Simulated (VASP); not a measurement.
# Ti4HC6 in VASP: single point with r2SCAN

Aim: the single point of Ti4HC6 with r2SCAN.

Program: VASP 6.6.1. These are calculated values, not measurements. Logs are shortened: lines on timing, memory, paths and dates and some standing lists are left out, and cuts for length are marked.

## Step 1: The cell of the first run

The cell holds a slab with vacuum, 11 atoms: a = 3.060 Å, b = 3.060 Å, c = 30.095 Å, α = 90.00°, β = 90.00°, γ = 120.00°.

## Step 2: Single point, r2SCAN

File POSCAR:

```
Ti4HC6
1.0
    3.0603581490      0.0000000000      0.0000000000
   -1.5301790745      2.6503479017      0.0000000000
    0.0000000000      0.0000000000     30.0950878602
C Ti H
6 4 1
Direct
    0.3333333333      0.6666666667      0.2824381187
    0.0000000000      0.0000000000      0.3654673485
    0.6665439980      0.3330879960      0.4479573048
    0.3330657859      0.6661315718      0.5319017269
   -0.0005967206     -0.0011934411      0.6244767017
    0.6655886739      1.3311773478      0.6415042193
    0.6666666666      0.3333333333      0.3239527337
    0.3333333333      0.6666666667      0.4069819635
   -0.0002490557     -0.0004981115      0.4889923991
    0.6663785406      0.3327570813      0.5692286813
    0.6659370807      1.3318741613      0.6775588147
```

File INCAR.step1:

```
  PREC = Accurate
  ENCUT = 520
  ISMEAR = 0
  SIGMA = 0.1
  LREAL = F
  LASPH = T
  NELM = 100
  LDIPOL = T
  IDIPOL = 3
  DIPOL = 0.5 0.5 0.487
  NBANDS = 48
  GGA = PE
  ALGO = Normal
  EDIFF = 1E-4
  LWAVE = T
  LCHARG = F
```

File INCAR.step2:

```
  PREC = Accurate
  ENCUT = 520
  EDIFF = 1E-6
  ISMEAR = 0
  SIGMA = 0.1
  LREAL = F
  LASPH = T
  NELM = 100
  ALGO = Normal
  ISIF = 2
  LWAVE = F
  LCHARG = F
  LDIPOL = T
  IDIPOL = 3
  DIPOL = 0.5 0.5 0.487
  METAGGA = R2SCAN
  LMIXTAU = T
  NBANDS = 48
  ISTART = 1
```

File KPOINTS:

```
Automatic mesh
0
Gamma
  12 12 1
```

Potentials or basis: VASP PAW PBE potentials, release 64 (C, Ti_sv, H).

Command:

```bash
cat potpaw_PBE.64/C/POTCAR potpaw_PBE.64/Ti_sv/POTCAR potpaw_PBE.64/H/POTCAR > POTCAR
cp INCAR.step1 INCAR
mpirun -np 1 vasp_std > vasp.out
cp INCAR.step2 INCAR
mpirun -np 1 vasp_std > vasp.out
```

OUTCAR:

```text
PREC = Accurate
   ENCUT = 520
   EDIFF = 1E-6
   ISMEAR = 0
   LREAL = F
   LASPH = T
   NELM = 100
   ISIF = 2
   METAGGA = R2SCAN
   ISTART = 1

 ion  position               nearest neighbor table
   1  0.333  0.667  0.282-   7 2.16   7 2.16   7 2.16
   2  0.000  0.000  0.365-   7 2.16   7 2.16   7 2.16   8 2.16   8 2.16   8 2.16
   3  0.667  0.333  0.448-   8 2.15   8 2.15   8 2.15   9 2.16   9 2.16   9 2.16
   4  0.333  0.666  0.532-  10 2.09  10 2.09  10 2.09   9 2.19   9 2.19   9 2.19
   5  0.999  0.999  0.624-   6 1.84   6 1.84   6 1.84  10 2.43  10 2.43  10 2.43
   6  0.666  0.331  0.642-  11 1.09   5 1.84   5 1.84   5 1.84  10 2.18
   7  0.667  0.333  0.324-   2 2.16   2 2.16   2 2.16   1 2.16   1 2.16   1 2.16
   8  0.333  0.667  0.407-   3 2.15   3 2.15   3 2.15   2 2.16   2 2.16   2 2.16
   9  1.000  1.000  0.489-   3 2.16   3 2.16   3 2.16   4 2.19   4 2.19   4 2.19
  10  0.666  0.333  0.569-   4 2.09   4 2.09   4 2.09   6 2.18   5 2.43   5 2.43   5 2.43
  11  0.666  0.332  0.678-   6 1.09

  LATTYP: Found a hexagonal cell.
 ALAT       =     3.0603581490
 C/A-ratio  =     9.8338450583

  Lattice vectors:

 A1 = (   3.0603581490,   0.0000000000,   0.0000000000)
 A2 = (  -1.5301790745,   2.6503479017,   0.0000000000)
 A3 = (   0.0000000000,   0.0000000000,  30.0950878602)

Analysis of symmetry for initial positions (statically):
=====================================================================
 Subroutine PRICEL returns:
 Original cell was already a primitive cell.

 Routine SETGRP: Setting up the symmetry group for a
 hexagonal supercell.

 Subroutine GETGRP returns: Found  2 space group operations
 (whereof  2 operations were pure point group operations)
 out of a pool of 24 trial point group operations.

The static configuration has the point symmetry C_1h.

Analysis of symmetry for dynamics (positions and initial velocities):
=====================================================================
 Subroutine PRICEL returns:
 Original cell was already a primitive cell.

 Routine SETGRP: Setting up the symmetry group for a
 hexagonal supercell.

 Subroutine GETGRP returns: Found  2 space group operations
 (whereof  2 operations were pure point group operations)
 out of a pool of 24 trial point group operations.

The dynamic configuration has the point symmetry C_1h.

 Subroutine INISYM returns: Found  2 space group operations
 (whereof  2 operations are pure point group operations),
 and found     1 'primitive' translations

----------------------------------------------------------------------------------------

                                     Primitive cell

  volume of cell :     244.1017

  direct lattice vectors                    reciprocal lattice vectors
     3.060358149  0.000000000  0.000000000     0.326759141  0.188654478  0.000000000
    -1.530179074  2.650347902  0.000000000     0.000000000  0.377308956  0.000000000
     0.000000000  0.000000000 30.095087860     0.000000000  0.000000000  0.033228014

  length of vectors
     3.060358149  3.060358149 30.095087860     0.377308956  0.377308956  0.033228014

  position of ions in fractional coordinates (direct lattice)
     0.333333333  0.666666667  0.282438119
     0.000000000  0.000000000  0.365467348
     0.666543998  0.333087996  0.447957305
     0.333065786  0.666131572  0.531901727
     0.999403279  0.998806559  0.624476702
     0.665588674  0.331177348  0.641504219
     0.666666667  0.333333333  0.323952734
     0.333333333  0.666666667  0.406981964
     0.999750944  0.999501888  0.488992399
     0.666378541  0.332757081  0.569228681
     0.665937081  0.331874161  0.677558815

  ion indices of the primitive-cell ions
   primitive index   ion index
                 1           1
                 2           2
                 3           3
                 4           4
                 5           5
                 6           6
                 7           7
                 8           8
                 9           9
                10          10
                11          11

----------------------------------------------------------------------------------------

 KPOINTS: Automatic mesh

Automatic generation of k-mesh.
 Grid dimensions read from file:
 generate k-points for:   12   12    1

 Generating k-lattice:

  Cartesian coordinates                     Fractional coordinates (reciprocal lattice)
     0.027229928  0.015721207  0.000000000     0.083333333 -0.000000000  0.000000000
     0.000000000  0.031442413  0.000000000     0.000000000  0.083333333  0.000000000
     0.000000000  0.000000000  0.033228014     0.000000000  0.000000000  1.000000000

  Length of vectors
     0.031442413  0.031442413  0.033228014

  Shift w.r.t. Gamma in fractional coordinates (k-lattice)
     0.000000000  0.000000000  0.000000000

 Subroutine IBZKPT returns following result:
 ===========================================

 Found     43 irreducible k-points:

 Following reciprocal coordinates:
            Coordinates               Weight
  0.000000  0.000000  0.000000      1.000000
  0.083333 -0.000000  0.000000      4.000000
  0.000000  0.083333  0.000000      2.000000
  0.166667 -0.000000  0.000000      4.000000
  0.000000  0.166667  0.000000      2.000000
  0.250000 -0.000000  0.000000      4.000000
[... 16 lines left out ...]
 -0.083333  0.416667  0.000000      4.000000
 -0.416667  0.333333  0.000000      4.000000
 [... further k-points ...]
   k-points           NKPTS =     43   k-points in BZ     NKDIM =     43   number of bands    NBANDS=     48
   number of dos      NEDOS =    301   number of ions     NIONS =     11
   total plane-waves  NPLWV = 129024
   dimension x,y,z NGX =    24 NGY =   24 NGZ =  224
   dimension x,y,z NGXF=    48 NGYF=   48 NGZF=  448
   ions per type =               6   4   1
   NGX,Y,Z   is equivalent  to a cutoff of  13.04, 13.04, 12.37 a.u.
   NGXF,Y,Z  is equivalent  to a cutoff of  26.07, 26.07, 24.75 a.u.
 SYSTEM =  unknown system
   PREC   = accura    normal or accurate (medium, high low for compatibility)
   ISTART =      1    job   : 0-new  1-cont  2-samecut
   ICHARG =      0    charge: 1-file 2-atom 10-const
   ISPIN  =      1    spin polarized calculation?
   LNONCOLLINEAR =      F non collinear calculations
   LSORBIT =      F    spin-orbit coupling
   LASPH  =      T    aspherical Exc in radial PAW
   ENCUT  =  520.0 eV  38.22 Ry    6.18 a.u.   5.69  5.69 55.96*2*pi/ulx,y,z
   NELM   =    100;   NELMIN=  2; NELMDL=  0     # of ELM steps
   EDIFF  = 0.1E-05   stopping-criterion for ELM
   LREAL  =      F    real-space projection
   EDIFFG = 0.1E-04   stopping-criterion for IOM
   NSW    =      0    number of steps for IOM
   IBRION =     -1    ionic relax: 0-MD 1-quasi-New 2-CG
   NFREE  =      0    steps in history (QN), initial steepest desc. (CG)
   ISIF   =      2    stress and relaxation
   ISYM   =      2    0-nonsym 1-usesym 2-fastsym
   POTIM  = 0.5000    time-step for ionic-motion
   TEBEG  =    0.0;   TEEND  =   0.0 temperature during run
   PSTRESS=    0.0 pullay stress
   NELECT =      73.0000    total number of electrons
   NUPDOWN=      -1.0000    fix difference up-down
   EMIN   =  10.00;   EMAX   =-10.00  energy-range for DOS
   EFERMI =   0.00;   METHOD = LEGACY
   ISMEAR =     0;   SIGMA  =   0.10  broadening in eV -4-tet -1-fermi 0-gaus
   EFERMI_NEDOS =   21; number of points for ismear=-14 and -15
   IALGO  =     38    algorithm
   IMIX   =      4    mixing-type and parameters
     AMIX     =   0.40;   BMIX     =  1.00
     AMIX_MAG =   1.60;   BMIX_MAG =  1.00
  volume/ion in A,a.u.               =      22.19       149.75
  Fermi-wavevector in a.u.,A,eV,Ry     =   1.094777  2.068828 16.307072  1.198536
  Thomas-Fermi vector in A             =   2.231088
   LORBIT       =      0    0 simple, 1 ext, 2 COOP (PROOUT), +10 PAW based schemes
   METAGGA = R2SCAN    functional components
   LHFCALC =     F    Hartree Fock is set to
   AEXX    =    0.0000 exact exchange contribution
   IVDW    =     0    specifies the selected vdW correction
   LEPSILON=     F    determine dielectric tensor
   LRPA    =     F    only Hartree local field effects (RPA)
 non-spin polarized calculation
 Gauss-broadening in eV      SIGMA  =   0.10
  energy-cutoff  :      520.00
  volume of cell :      244.10
 maximum number of plane-waves:      6608
   NGX = 11   NGY = 11   NGZ =111

 number of electron      72.9999989 magnetization

 dipolmoment           0.000000      0.000000     -0.214967 electrons x Angstroem

 Free energy of the ion-electron system (eV)
  ---------------------------------------------------
  ext. energy  EPLUGINS =         0.00000000
  ---------------------------------------------------
  free energy    TOTEN  =      -115.23101450 eV

  energy without entropy =     -115.21003302  energy(sigma->0) =     -115.22052376

 E-fermi :   1.1484     XC(G=0):  -5.9824

 val. band max:        1.1101261742   @ k =   0.2500   0.2500   0.0000
 cond. band min:       1.1759062034   @ k =  -0.2500   0.1667   0.0000
 fundamental gap:      0.0657800292
 Fermi energy:         1.1484323133

 k-point     1 :       0.0000    0.0000    0.0000
  band No.  band energies     occupation
      1     -58.5368      2.00000
      2     -58.0299      2.00000
      3     -57.8772      2.00000
      4     -57.4194      2.00000
      5     -33.9405      2.00000
      6     -33.5578      2.00000
[... 40 lines left out ...]
     47       3.8333      0.00000
     48       3.8375      0.00000

 k-point     2 :       0.0833   -0.0000    0.0000
  band No.  band energies     occupation
      1     -58.5334      2.00000
      2     -58.0264      2.00000
      3     -57.8739      2.00000
      4     -57.4160      2.00000
      5     -33.9342      2.00000
      6     -33.5853      2.00000
[... 40 lines left out ...]
     47       3.9245      0.00000
     48       4.0004      0.00000

 k-point     3 :       0.0000    0.0833    0.0000
  band No.  band energies     occupation
      1     -58.5334      2.00000
      2     -58.0264      2.00000
      3     -57.8739      2.00000
      4     -57.4160      2.00000
      5     -33.9342      2.00000
      6     -33.5852      2.00000
[... 40 lines left out ...]
     47       3.9233      0.00000
     48       3.9924      0.00000

 k-point     4 :       0.1667   -0.0000    0.0000
  band No.  band energies     occupation
      1     -58.5241      2.00000
      2     -58.0169      2.00000
      3     -57.8650      2.00000
      4     -57.4067      2.00000
      5     -33.9172      2.00000
      6     -33.6584      2.00000
[... 958 lines left out ...]
     47       4.4560      0.00000
     48       5.0003      0.00000

 k-point    23 :      -0.0833    0.4167    0.0000
  band No.  band energies     occupation
      1     -58.4924      2.00000
      2     -57.9842      2.00000
      3     -57.8343      2.00000
      4     -57.3748      2.00000
      5     -33.8960      2.00000
      6     -33.8519      2.00000
[... 40 lines left out ...]
     47       4.4559      0.00000
     48       4.9995      0.00000

 k-point    24 :      -0.4167    0.3333    0.0000
  band No.  band energies     occupation
      1     -58.4924      2.00000
      2     -57.9842      2.00000
      3     -57.8343      2.00000
      4     -57.3748      2.00000
      5     -33.8960      2.00000
      6     -33.8520      2.00000
[... 40 lines left out ...]
     47       4.4566      0.00000
     48       5.0004      0.00000

 [... further k-points ...]

------------------------ aborting loop because EDIFF is reached ----------------------------------------

 vacuum level on the upper side and lower side of the slab       (xc-potential included)        -2.352         2.357

  FORCE on cell =-STRESS in cart. coord.  units (eV):
  Direction    XX          YY          ZZ          XY          YZ          ZX
  --------------------------------------------------------------------------------------
  -------------------------------------------------------------------------------------
  Total       -9.5567624     -9.4847642     -0.8115239      0.0000000      0.0247526      0.0000000
  in kB      -62.7264363    -62.2538717     -5.3264906      0.0000000      0.1624656      0.0000000
  external PRESSURE =     -43.4355995 kB  Pullay stress =       0.0000000 kB

 VOLUME and BASIS-vectors are now :
 -----------------------------------------------------------------------------
  energy-cutoff  :      520.00
  volume of cell :      244.10
      direct lattice vectors                 reciprocal lattice vectors
     3.060358149  0.000000000  0.000000000     0.326759141  0.188654478  0.000000000
    -1.530179074  2.650347902  0.000000000     0.000000000  0.377308956  0.000000000
     0.000000000  0.000000000 30.095087860     0.000000000  0.000000000  0.033228014

 POSITION                                       TOTAL-FORCE (eV/Angst)
 -----------------------------------------------------------------------------------
     -0.00000      1.76690      8.50000         0.000000      0.000130      1.061322
      0.00000      0.00000     10.99877         0.000000     -0.000835     -0.493839
      1.53018      0.88280     13.48131         0.000000      0.000458     -0.001766
     -0.00000      1.76548     16.00763         0.000000      0.000381     -0.010739
      1.53018      2.64718     18.79368         0.000000     -0.000622     -0.010035
      1.53018      0.87774     19.30613         0.000000      0.002612     -0.046492
      1.53018      0.88345      9.74939        -0.000000      0.000191     -0.857785
     -0.00000      1.76690     12.24816        -0.000000     -0.004109      0.232093
      1.53018      2.64903     14.71627         0.000000      0.001442      0.000173
      1.53018      0.88192     17.13099         0.000000     -0.000640      0.038699
      1.53018      0.87958     20.39119         0.000000      0.000993      0.088369
 -----------------------------------------------------------------------------------
    total drift:                               -0.000000      0.000003      0.001187

  FREE ENERGIE OF THE ION-ELECTRON SYSTEM (eV)
  ---------------------------------------------------
  free  energy   TOTEN  =      -115.2310144982 eV

  energy  without entropy=     -115.2100330212  energy(sigma->0) =     -115.22052376

 vacuum level on the upper side and lower side of the slab         3.267         8.062
```

Run time: 1.6 h. Hardware: 1 thread of Oxide Virtual Turin-like, shared host; peak memory 0.6 GiB.

Results:

- Free energy: -115.2310 eV
- Largest force: 1.061 eV/Å
- Band gap on the k mesh: zero (an odd number of electrons rules out a gap without spin polarisation)

Forces in eV/Å, atoms in the order of the input:
```
C    0.000  0.000  1.061
C    0.000 -0.001 -0.494
C    0.000  0.000 -0.002
C    0.000  0.000 -0.011
C    0.000 -0.001 -0.010
C    0.000  0.003 -0.046
Ti   0.000  0.000 -0.858
Ti   0.000 -0.004  0.232
Ti   0.000  0.001  0.000
Ti   0.000 -0.001  0.039
H    0.000  0.001  0.088
```

Levels at points of the mesh, in eV from the Fermi level:
```
           k point  band 32  band 33  band 34  band 35  band 36  band 37  band 38  band 39  band 40  band 41
(0.00, 0.00, 0.00)    -1.13    -1.13    -1.00    -0.63     0.37     0.37     0.51     1.01     1.01     1.41
(0.50, 0.00, 0.00)    -2.90    -2.47    -2.07    -1.40    -1.39     0.10     0.30     0.63     1.54     2.52
(0.00, 0.50, 0.00)    -2.90    -2.47    -2.07    -1.40    -1.39     0.09     0.30     0.62     1.53     2.51
```

Caveat: the PAW data sets were made with another functional, which shifts forces and pressure a little; an odd number of electrons without spin polarisation forces a metal; a magnetic or distorted state may lie lower.

The gap in the log of VASP goes by the Fermi energy; the results here count the filled bands.